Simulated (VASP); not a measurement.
Runs of VASP 6.6.1 on Ga3As. The structure is that of space group P6/mmm (No. 191), or close to it. The cells are those of the table. The cell was generated, and may not be a known phase.

```tsv
task	cell	k mesh	cutoff (eV)	gap on the mesh (eV)	pressure (GPa)	relaxed volume (Å³/atom)
relaxation of cell and atoms	relaxed from a = 4.895, b = 4.895, c = 4.976 Å, angles 90.0, 90.0, 120.0°, 4 atoms	12 × 12 × 10	600	-	0.0	(a)
single point	a = 4.908, b = 4.908, c = 4.917 Å, angles 90.0, 90.0, 120.0°, 4 atoms	12 × 12 × 10	520	none	0.1	-
single point	a = 4.895, b = 4.895, c = 4.976 Å, angles 90.0, 90.0, 120.0°, 4 atoms	6 × 6 × 4	520	none	0.1	-
relaxation of cell and atoms	relaxed from a = 3.853, b = 3.853, c = 6.940 Å, angles 90.0, 90.0, 120.0°, 4 atoms	6 × 6 × 4	600	none	-0.1	25.87
```

Alike in all rows: level PBE; potentials or basis VASP PAW PBE potentials, release 64 (Ga_d, As); no spin polarisation; smearing gaussian 0.1 eV.

Question: Fill in the values left out.

Answer: (a) 25.66.

Caveats: the highest band is partly filled, so the run has too few bands (at least some runs); the volume moved by over 15 % at a fixed basis, so the end points are rough (at least some runs).

A k mesh can miss the band edges, and the runs leave out spin-orbit coupling on As, Ga.

A gap of «none» marks levels without a gap at the run's occupations.
